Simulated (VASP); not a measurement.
# Ni (P6/mmm) in VASP: notebook

Ni is run at these levels: LDA; tasks: single point.

All numbers are computed with VASP 6.6.1; they aren't measurements. Logs are shortened: lines on timing, memory, paths and dates and some standing lists are left out, and cuts for length are marked.

### Step 1. The cell of the first run

The structure is hexagonal, space group P6/mmm (No. 191). Conventional cell: a = 3.888 Å, b = 3.888 Å, c = 2.336 Å, α = 90.00°, β = 90.00°, γ = 120.00°. Within 3.1 Å of Ni (site symmetry 6/mmm) lie 14 Ni at 2.34 to 2.53 Å. Within 3.0 Å of Ni (site symmetry -6m2) lie 11 Ni at 2.24 to 2.53 Å.

This isn't the form of Ni at room conditions, which is fcc.

### Step 2. Single point, LDA

The input, INCAR:

```
  PREC = Accurate
  ENCUT = 520
  EDIFF = 1E-6
  ISMEAR = -1
  SIGMA = 0.1
  LREAL = False
  LASPH = True
  NELM = 60
  ALGO = Normal
  ISIF = 2
  LWAVE = False
  LCHARG = True
  LELF = True
  LVHAR = True
  NBANDS = 22
```

The input, KPOINTS:

```
regular mesh
0
Gamma
  9 9 13
```

The input, POSCAR:

```
Ni
1.0
    3.8876013078      0.0000000000      0.0000000000
   -1.9438006539      3.3667614924      0.0000000000
    0.0000000000      0.0000000000      2.3362586391
Ni
3
Direct
    1.0000000000      0.0000000000      0.0000000000
    0.3333333333      0.6666666667      0.5000000000
    0.6666666667      0.3333333333      0.5000000000
```

Potentials or basis: VASP PAW LDA potentials, release 64 (Ni).

The run is started by

```console
cat potpaw_LDA.64/Ni/POTCAR > POTCAR
mpirun -np 1 vasp_std > vasp.out
```

OUTCAR:

```text
PREC = Accurate
   ENCUT = 520
   EDIFF = 1E-6
   ISMEAR = -1
   LREAL = False
   LASPH = True
   NELM = 60
   ISIF = 2

 ion  position               nearest neighbor table
   1  0.000  0.000  0.000-   2 2.53   3 2.53   2 2.53   3 2.53   3 2.53   3 2.53   2 2.53   2 2.53
                             3 2.53   3 2.53   2 2.53   2 2.53
   2  0.333  0.667  0.500-   3 2.24   3 2.24   3 2.24   1 2.53   1 2.53   1 2.53   1 2.53   1 2.53
                             1 2.53
   3  0.667  0.333  0.500-   2 2.24   2 2.24   2 2.24   1 2.53   1 2.53   1 2.53   1 2.53   1 2.53
                             1 2.53

  LATTYP: Found a hexagonal cell.
 ALAT       =     3.8876013078
 C/A-ratio  =     0.6009511918

  Lattice vectors:

 A1 = (   3.8876013078,   0.0000000000,   0.0000000000)
 A2 = (  -1.9438006539,   3.3667614924,   0.0000000000)
 A3 = (   0.0000000000,   0.0000000000,   2.3362586391)

Analysis of symmetry for initial positions (statically):
=====================================================================
 Subroutine PRICEL returns:
 Original cell was already a primitive cell.

 Routine SETGRP: Setting up the symmetry group for a
 hexagonal supercell.

 Subroutine GETGRP returns: Found 24 space group operations
 (whereof 24 operations were pure point group operations)
 out of a pool of 24 trial point group operations.

The static configuration has the point symmetry D_6h.

Analysis of symmetry for dynamics (positions and initial velocities):
=====================================================================
 Subroutine PRICEL returns:
 Original cell was already a primitive cell.

 Routine SETGRP: Setting up the symmetry group for a
 hexagonal supercell.

 Subroutine GETGRP returns: Found 24 space group operations
 (whereof 24 operations were pure point group operations)
 out of a pool of 24 trial point group operations.

The dynamic configuration has the point symmetry D_6h.

 Subroutine INISYM returns: Found 24 space group operations
 (whereof 24 operations are pure point group operations),
 and found     1 'primitive' translations

----------------------------------------------------------------------------------------

                                     Primitive cell

  volume of cell :      30.5784

  direct lattice vectors                    reciprocal lattice vectors
     3.887601308  0.000000000  0.000000000     0.257228023  0.148510669  0.000000000
    -1.943800654  3.366761492  0.000000000     0.000000000  0.297021337  0.000000000
     0.000000000  0.000000000  2.336258639     0.000000000  0.000000000  0.428034800

  length of vectors
     3.887601308  3.887601308  2.336258639     0.297021337  0.297021337  0.428034800

  position of ions in fractional coordinates (direct lattice)
     0.000000000  0.000000000  0.000000000
     0.333333333  0.666666667  0.500000000
     0.666666667  0.333333333  0.500000000

  ion indices of the primitive-cell ions
   primitive index   ion index
                 1           1
                 2           2
                 3           3

----------------------------------------------------------------------------------------

 KPOINTS: regular mesh

Automatic generation of k-mesh.
 Grid dimensions read from file:
 generate k-points for:    9    9   13

 Generating k-lattice:

  Cartesian coordinates                     Fractional coordinates (reciprocal lattice)
     0.028580891  0.016501185  0.000000000     0.111111111  0.000000000  0.000000000
     0.000000000  0.033002371  0.000000000     0.000000000  0.111111111  0.000000000
     0.000000000  0.000000000  0.032925754     0.000000000  0.000000000  0.076923077

  Length of vectors
     0.033002371  0.033002371  0.032925754

  Shift w.r.t. Gamma in fractional coordinates (k-lattice)
     0.000000000  0.000000000  0.000000000

 Subroutine IBZKPT returns following result:
 ===========================================

 Found     84 irreducible k-points:

 Following reciprocal coordinates:
            Coordinates               Weight
  0.000000  0.000000  0.000000      1.000000
  0.111111 -0.000000  0.000000      6.000000
  0.222222 -0.000000  0.000000      6.000000
  0.333333  0.000000  0.000000      6.000000
  0.444444 -0.000000  0.000000      6.000000
  0.111111  0.111111  0.000000      6.000000
[... 16 lines left out ...]
  0.333333  0.222222  0.076923     24.000000
  0.333333  0.333333  0.076923      4.000000
 [... further k-points ...]
   k-points           NKPTS =     84   k-points in BZ     NKDIM =     84   number of bands    NBANDS=     22
   number of dos      NEDOS =    301   number of ions     NIONS =      3
   total plane-waves  NPLWV =  16200
   dimension x,y,z NGX =    30 NGY =   30 NGZ =   18
   dimension x,y,z NGXF=    60 NGYF=   60 NGZF=   36
   ions per type =               3
   NGX,Y,Z   is equivalent  to a cutoff of  12.83, 12.83, 12.81 a.u.
   NGXF,Y,Z  is equivalent  to a cutoff of  25.66, 25.66, 25.62 a.u.
 SYSTEM =  unknown system
   PREC   = accura    normal or accurate (medium, high low for compatibility)
   ISTART =      0    job   : 0-new  1-cont  2-samecut
   ICHARG =      2    charge: 1-file 2-atom 10-const
   ISPIN  =      1    spin polarized calculation?
   LNONCOLLINEAR =      F non collinear calculations
   LSORBIT =      F    spin-orbit coupling
   LASPH  =      T    aspherical Exc in radial PAW
   ENCUT  =  520.0 eV  38.22 Ry    6.18 a.u.   7.23  7.23  4.34*2*pi/ulx,y,z
   NELM   =     60;   NELMIN=  2; NELMDL= -5     # of ELM steps
   EDIFF  = 0.1E-05   stopping-criterion for ELM
   LREAL  =      F    real-space projection
   EDIFFG = 0.1E-04   stopping-criterion for IOM
   NSW    =      0    number of steps for IOM
   IBRION =     -1    ionic relax: 0-MD 1-quasi-New 2-CG
   NFREE  =      0    steps in history (QN), initial steepest desc. (CG)
   ISIF   =      2    stress and relaxation
   ISYM   =      2    0-nonsym 1-usesym 2-fastsym
   POTIM  = 0.5000    time-step for ionic-motion
   TEBEG  =    0.0;   TEEND  =   0.0 temperature during run
   PSTRESS=    0.0 pullay stress
   NELECT =      30.0000    total number of electrons
   NUPDOWN=      -1.0000    fix difference up-down
   EMIN   =  10.00;   EMAX   =-10.00  energy-range for DOS
   EFERMI =   0.00;   METHOD = LEGACY
   ISMEAR =    -1;   SIGMA  =   0.10  broadening in eV -4-tet -1-fermi 0-gaus
   EFERMI_NEDOS =   21; number of points for ismear=-14 and -15
   IALGO  =     38    algorithm
   IMIX   =      4    mixing-type and parameters
     AMIX     =   0.40;   BMIX     =  1.00
     AMIX_MAG =   1.60;   BMIX_MAG =  1.00
  volume/ion in A,a.u.               =      10.19        68.78
  Fermi-wavevector in a.u.,A,eV,Ry     =   1.626710  3.074037 36.003558  2.646187
  Thomas-Fermi vector in A             =   2.719625
   LORBIT       =      0    0 simple, 1 ext, 2 COOP (PROOUT), +10 PAW based schemes
   GGA     = CA    functional components
   LHFCALC =     F    Hartree Fock is set to
   AEXX    =    0.0000 exact exchange contribution
   IVDW    =     0    specifies the selected vdW correction
   LEPSILON=     F    determine dielectric tensor
   LRPA    =     F    only Hartree local field effects (RPA)
 non-spin polarized calculation
  energy-cutoff  :      520.00
  volume of cell :       30.58
 maximum number of plane-waves:       855
 NGX is ok and might be reduce to    30
   NGX = 15   NGY = 15   NGZ =  9

 number of electron      30.0000023 magnetization

 Free energy of the ion-electron system (eV)
  ---------------------------------------------------
  ext. energy  EPLUGINS =         0.00000000
  ---------------------------------------------------
  free energy    TOTEN  =       -19.40141937 eV

  energy without entropy =      -19.15613321  energy(sigma->0) =      -19.27877629

 E-fermi :   9.8849     XC(G=0): -13.9931

 val. band max:        9.8824411833   @ k =   0.3333   0.3333   0.3846
 cond. band min:       9.8853241077   @ k =   0.3333   0.1111   0.2308
 fundamental gap:      0.0028829244
 Fermi energy:         9.8848924265

 k-point     1 :       0.0000    0.0000    0.0000
  band No.  band energies     occupation
      1       0.5802      2.00000
      2       5.6165      2.00000
      3       6.8829      2.00000
      4       6.8829      2.00000
      5       6.8964      2.00000
      6       6.8964      2.00000
[... 14 lines left out ...]
     21      19.0255      0.00000
     22      19.1366      0.00000

 k-point     2 :       0.1111   -0.0000    0.0000
  band No.  band energies     occupation
      1       0.7572      2.00000
      2       5.6268      2.00000
      3       6.4479      2.00000
      4       6.6797      2.00000
      5       6.8110      2.00000
      6       7.2089      2.00000
[... 14 lines left out ...]
     21      19.8134      0.00000
     22      20.4920      0.00000

 k-point     3 :       0.2222   -0.0000    0.0000
  band No.  band energies     occupation
      1       1.2772      2.00000
      2       5.5346      2.00000
      3       6.0248      2.00000
      4       6.4826      2.00000
      5       6.6219      2.00000
      6       7.2192      2.00000
[... 14 lines left out ...]
     21      21.3390      0.00000
     22      23.3578      0.00000

 k-point     4 :       0.3333    0.0000    0.0000
  band No.  band energies     occupation
      1       2.1039      2.00000
      2       5.1743      2.00000
      3       5.4763      2.00000
      4       6.4146      2.00000
      5       6.6815      2.00000
      6       7.0837      2.00000
[... 14 lines left out ...]
     21      23.3908      0.00000
     22      26.4844      0.00000

 k-point     5 :       0.4444   -0.0000    0.0000
  band No.  band energies     occupation
      1       3.1615      2.00000
      2       4.3100      2.00000
      3       5.1058      2.00000
      4       6.6176      2.00000
      5       6.7830      2.00000
      6       6.8670      2.00000
[... 417 lines left out ...]
 k-point    22 :       0.2222    0.2222    0.0769
  band No.  band energies     occupation
      1       2.7145      2.00000
      2       5.0733      2.00000
      3       5.3641      2.00000
      4       6.5217      2.00000
      5       6.9421      2.00000
      6       7.2709      2.00000
[... 14 lines left out ...]
     21      27.1070      0.00000
     22      27.2909      0.00000

 k-point    23 :       0.3333    0.2222    0.0769
  band No.  band energies     occupation
      1       3.6512      2.00000
      2       4.5521      2.00000
      3       5.0009      2.00000
      4       6.7499      2.00000
      5       6.8989      2.00000
      6       7.1216      2.00000
[... 14 lines left out ...]
     21      24.8354      0.00000
     22      29.1605      0.00000

 k-point    24 :       0.3333    0.3333    0.0769
  band No.  band energies     occupation
      1       4.2375      2.00000
      2       4.5378      2.00000
      3       4.5378      2.00000
      4       6.8750      2.00000
      5       6.8750      2.00000
      6       7.1495      2.00000
[... 14 lines left out ...]
     21      22.1238      0.00000
     22      30.6548      0.00000

 [... further k-points ...]
[... 5 lines left out ...]
  --------------------------------------------------------------------------------------
  -------------------------------------------------------------------------------------
  Total       -0.0175277     -0.0175277     -0.0404273      0.0000000     -0.0000000      0.0000000
  in kB       -0.9183754     -0.9183754     -2.1182178      0.0000000     -0.0000000      0.0000000
  external PRESSURE =      -1.3183229 kB  Pullay stress =       0.0000000 kB

 VOLUME and BASIS-vectors are now :
 -----------------------------------------------------------------------------
  energy-cutoff  :      520.00
  volume of cell :       30.58
      direct lattice vectors                 reciprocal lattice vectors
     3.887601308  0.000000000  0.000000000     0.257228023  0.148510669  0.000000000
    -1.943800654  3.366761492  0.000000000     0.000000000  0.297021337  0.000000000
     0.000000000  0.000000000  2.336258639     0.000000000  0.000000000  0.428034800

 POSITION                                       TOTAL-FORCE (eV/Angst)
 -----------------------------------------------------------------------------------
      0.00000      0.00000      0.00000         0.000000      0.000000      0.000000
     -0.00000      2.24451      1.16813        -0.000000     -0.000000     -0.000000
      1.94380      1.12225      1.16813         0.000000      0.000000      0.000000
 -----------------------------------------------------------------------------------
    total drift:                               -0.000000      0.000000      0.000000

  FREE ENERGIE OF THE ION-ELECTRON SYSTEM (eV)
  ---------------------------------------------------
  free  energy   TOTEN  =       -19.4014193732 eV

  energy  without entropy=      -19.1561332059  energy(sigma->0) =      -19.27877629
```

Wall time 93 s (1 thread of Intel Xeon 8259CL, shared host); peak memory 0.16 GiB.

What came out:

| Property | Result |
| --- | --- |
| Free energy | -19.4014 eV |
| Pressure | -0.1 GPa |
| Band gap on the k mesh | zero (bands 15 and 16 overlap by 0.60 eV) |

Stress tensor (GPa, compression positive):
```
-0.09  0.00  0.00
 0.00 -0.09  0.00
 0.00  0.00 -0.21
```

Levels at points of the mesh, in eV from the Fermi level:
```tsv
k point	band 12	band 13	band 14	band 15	band 16	band 17	band 18	band 19
(0.00, 0.00, 0.00)	-1.14	-1.09	-1.09	0.10	0.10	6.66	6.66	6.68
```

Caveat: the run has no spin polarisation, though such a crystal can be magnetic.

### Step 3. Single point, LDA (8.97 Å³/atom)

This run uses another cell than the first one, of 8.97 Å³/atom.

The input, INCAR:

```
SYSTEM = Ni
PREC = Accurate
ENCUT = 520
EDIFF = 1E-7
ISMEAR = -1
SIGMA = 0.1
LREAL = .False.
LASPH = .True.
NELM = 100
ALGO = Normal
ISIF = 2
LWAVE = .False.
LCHARG = .False.
GGA = CA
NBANDS = 22
```

The input, KPOINTS:

```
regular mesh
0
Gamma
  11 11 15
  0 0 0
```

The input, POSCAR:

```
Ni
1.0
    3.7254260205      0.0000000000      0.0000000000
   -1.8627130103      3.2263135737      0.0000000000
    0.0000000000      0.0000000000      2.2387992069
Ni
3
Direct
    1.0000000000      0.0000000000      0.0000000000
    0.3333333333      0.6666666667      0.5000000000
    0.6666666667      0.3333333333      0.5000000000
```

Potentials or basis: VASP PAW LDA potentials, release 64 (Ni).

The run is started by

```console
cat potpaw_LDA.64/Ni/POTCAR > POTCAR
mpirun -np 1 vasp_std > vasp.out
```

OUTCAR:

```text
SYSTEM = Ni
   PREC = Accurate
   ENCUT = 520
   EDIFF = 1E-7
   ISMEAR = -1
   LREAL = .False.
   LASPH = .True.
   NELM = 100
   ISIF = 2
   GGA = CA

 ion  position               nearest neighbor table
   1  0.000  0.000  0.000-   2 2.42   3 2.42   2 2.42   3 2.42   3 2.42   3 2.42   2 2.42   2 2.42
                             3 2.42   3 2.42   2 2.42   2 2.42
   2  0.333  0.667  0.500-   3 2.15   3 2.15   3 2.15   1 2.42   1 2.42   1 2.42   1 2.42   1 2.42
                             1 2.42
   3  0.667  0.333  0.500-   2 2.15   2 2.15   2 2.15   1 2.42   1 2.42   1 2.42   1 2.42   1 2.42
                             1 2.42

  LATTYP: Found a hexagonal cell.
[... 798 lines left out ...]
  --------------------------------------------------------------------------------------
  -------------------------------------------------------------------------------------
  Total        7.1741960      7.1741960      6.8695766     -0.0000000     -0.0000000      0.0000000
  in kB      427.1556505    427.1556505    409.0184389     -0.0000000     -0.0000000      0.0000000
  external PRESSURE =     421.1099133 kB  Pullay stress =       0.0000000 kB

 VOLUME and BASIS-vectors are now :
 -----------------------------------------------------------------------------
  energy-cutoff  :      520.00
  volume of cell :       26.91
      direct lattice vectors                 reciprocal lattice vectors
     3.725426021  0.000000000  0.000000000     0.268425677  0.154975637  0.000000000
    -1.862713010  3.226313574  0.000000000     0.000000000  0.309951273  0.000000000
     0.000000000  0.000000000  2.238799207     0.000000000  0.000000000  0.446668016

 POSITION                                       TOTAL-FORCE (eV/Angst)
 -----------------------------------------------------------------------------------
      0.00000      0.00000      0.00000         0.000000      0.000000      0.000000
     -0.00000      2.15088      1.11940        -0.000000      0.000000      0.000000
      1.86271      1.07544      1.11940         0.000000     -0.000000      0.000000
 -----------------------------------------------------------------------------------
    total drift:                               -0.000000      0.000000     -0.000000

  FREE ENERGIE OF THE ION-ELECTRON SYSTEM (eV)
  ---------------------------------------------------
  free  energy   TOTEN  =       -18.9793197389 eV

  energy  without entropy=      -18.7656787988  energy(sigma->0) =      -18.87249927
```

OSZICAR:

```text
N       E                     dE             d eps       ncg     rms          rms(c)
DAV:   1     0.163410754389E+03    0.16341E+03   -0.13713E+04  6104   0.206E+03
DAV:   2    -0.147364094795E+02   -0.17815E+03   -0.16818E+03  5650   0.323E+02
DAV:   3    -0.219951543990E+02   -0.72587E+01   -0.70317E+01  6100   0.914E+01
DAV:   4    -0.220992074045E+02   -0.10405E+00   -0.10400E+00  7254   0.986E+00
DAV:   5    -0.221019149052E+02   -0.27075E-02   -0.27074E-02  6598   0.143E+00    0.218E+01
DAV:   6    -0.197139817883E+02    0.23879E+01   -0.17214E+01  6346   0.768E+01    0.103E+01
DAV:   7    -0.217987413869E+02   -0.20848E+01   -0.19708E+01  6616   0.996E+01    0.216E+01
DAV:   8    -0.190454877854E+02    0.27533E+01   -0.77998E+00  6722   0.589E+01    0.399E+00
DAV:   9    -0.189862814221E+02    0.59206E-01   -0.23894E-01  6416   0.589E+00    0.128E+00
DAV:  10    -0.189792325575E+02    0.70489E-02   -0.13354E-02  7746   0.156E+00    0.153E-01
DAV:  11    -0.189792822426E+02   -0.49685E-04   -0.10676E-03  6890   0.527E-01    0.861E-02
DAV:  12    -0.189793246369E+02   -0.42394E-04   -0.15807E-04  7320   0.257E-01    0.331E-02
DAV:  13    -0.189793197366E+02    0.49003E-05   -0.24616E-05  7044   0.106E-01    0.329E-03
DAV:  14    -0.189793197599E+02   -0.23334E-07   -0.19090E-06  6598   0.150E-02    0.260E-03
DAV:  15    -0.189793197389E+02    0.21037E-07   -0.79404E-08  3382   0.520E-03
   1 F= -.18979320E+02 E0= -.18872499E+02  d E =-.213641E+00
```

stdout:

```text
POSCAR found type information on POSCAR Ni
 POSCAR found :  1 types and       3 ions
 scaLAPACK will be used
 LDA part: xc-table for (Slater(with rela. corr.)+CA(PZ))
 , standard interpolation
 POSCAR, INCAR and KPOINTS ok, starting setup
 FFT: planning ... GRIDC
 FFT: planning ... GRID_SOFT
 FFT: planning ... GRID
 WAVECAR not read
 entering main loop
```

It took 1.9 min on 1 thread of Intel Xeon 8259CL, shared host; peak memory 0.17 GiB.

Results:

```
Free energy            : -18.9793 eV
Pressure               : 42.1 GPa
Band gap on the k mesh : zero (bands 15 and 16 overlap by 0.75 eV)
```

Caveat: the cell stands under pressure; the run has no spin polarisation, though such a crystal can be magnetic. Spin polarisation is off, so any magnetic state and its effect on volume and gap are missing.
